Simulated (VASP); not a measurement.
Set up this calculation in VASP 6.6.1, as the native input.

```
Task                   : relaxation of cell and atoms
Functional             : PBE
Potentials or basis    : VASP PAW PBE potentials, release 64 (Ga_d, O)
Cutoff                 : 600 eV
k mesh                 : 6 × 6 × 6
Occupations            : gaussian, width 0.1 eV
Spin                   : no spin polarisation
Dipole correction      : no
Further INCAR settings : ALGO = Normal; EDIFF = 1e-06; IBRION = 2; EDIFFG = -0.04; NSW = 90; ISIF = 3
```

The structure of GaO lies in POSCAR:

```
GaO
1.0
    2.7501261100      0.0000000000      0.0000000000
    0.0000000000      2.7501261100      0.0000000000
    0.0000000000      0.0000000000      3.3710823300
Ga O
1 1
Direct
    0.5000000000      0.5000000000      0.5000000000
    0.0000000000      0.0000000000      0.0000000000
```

One way to write it, as run:

INCAR

```
SYSTEM = GaO
PREC     = Accurate       ! precision mode
ENCUT    = 600            ! plane-wave cutoff, eV
EDIFF    = 1E-6           ! SCF threshold, eV
ISMEAR   = 0              ! smearing method
SIGMA    = 0.1            ! smearing width, eV
LREAL    = .False.        ! projectors in reciprocal space
LASPH    = .True.         ! aspherical terms in the spheres
NELM     = 100            ! most SCF steps
ALGO     = Normal         ! electronic algorithm
ISIF     = 3              ! what is computed and relaxed
LWAVE    = .False.        ! write WAVECAR
LCHARG   = .False.        ! write CHGCAR
GGA      = PE             ! functional
IBRION   = 2              ! ionic algorithm
NSW      = 90             ! ionic steps
EDIFFG   = -0.04          ! ionic threshold
```

KPOINTS

```
regular mesh
0
Gamma
  6 6 6
  0 0 0
```

Potentials or basis: VASP PAW PBE potentials, release 64 (Ga_d, O).

Launch:

```bash
$ cat potpaw_PBE.64/Ga_d/POTCAR potpaw_PBE.64/O/POTCAR > POTCAR
$ mpirun -np 1 vasp_std > vasp.out
```

It gave:

```yaml
Relaxed_volume: 11.41 Å³/atom
Relaxed_cell: a = 2.832 Å, b = 2.832 Å, c = 2.845 Å, α = 90.00°, β = 90.00°, γ = 90.00°
Space_group_after_relaxing_to_0.05_Å: Pm-3m (No. 221)
Energy_gained_by_relaxing: 234.3 meV/atom
Ionic_steps: 6
Pressure_after_relaxing: -0.2 GPa
```

Caveat: the k points lie up to 0.37 Å⁻¹ apart in the final cell; an odd number of electrons without spin polarisation forces a metal; a magnetic or distorted state may lie lower.

Wall time 29 s on 1 thread of Intel(R) Xeon(R) 6975P-C (Granite Rapids), with other jobs on the host, peak memory 0.16 GiB.
